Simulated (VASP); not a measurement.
Al: single point with r2SCAN

Crystal: Al.

```
CELL_PARAMETERS angstrom
0.00000 2.02481 2.02481
2.02481 0.00000 2.02481
2.02481 2.02481 0.00000
ATOMIC_POSITIONS crystal
Al 0.00000 0.00000 0.00000
```

| Item | Value |
| --- | --- |
| Program | VASP 6.6.1 |
| Task | single point |
| Functional | r2SCAN |
| Potentials or basis | VASP PAW PBE potentials, release 64 (Al) |
| Cutoff | 520 eV |
| k mesh | 12 × 12 × 12 |
| Occupations | gaussian, width 0.1 eV |
| Spin | no spin polarisation |

```json
{"Pressure": "-3.5 GPa"}
```

Levels at points of the mesh, in eV from the Fermi level:
```tsv
k point	band 1	band 2	band 3	band 4	band 5	band 6
(0.00, 0.00, 0.00)	-11.67	13.42	13.42	13.42	15.26	15.26
(0.50, 0.00, 0.00)	-4.84	-4.40	12.18	12.18	12.37	12.37
(0.50, 0.50, 0.00)	-3.02	-1.52	5.59	6.10	6.10	9.97
```

Run time: 33 s on 1 thread of Intel(R) Xeon(R) Platinum 8259CL CPU @ 2.50GHz (Skylake/Cascade Lake) (shared host), peak memory 0.14 GiB.

Caveat: the PAW data sets were made with another functional, which shifts forces and pressure a little.
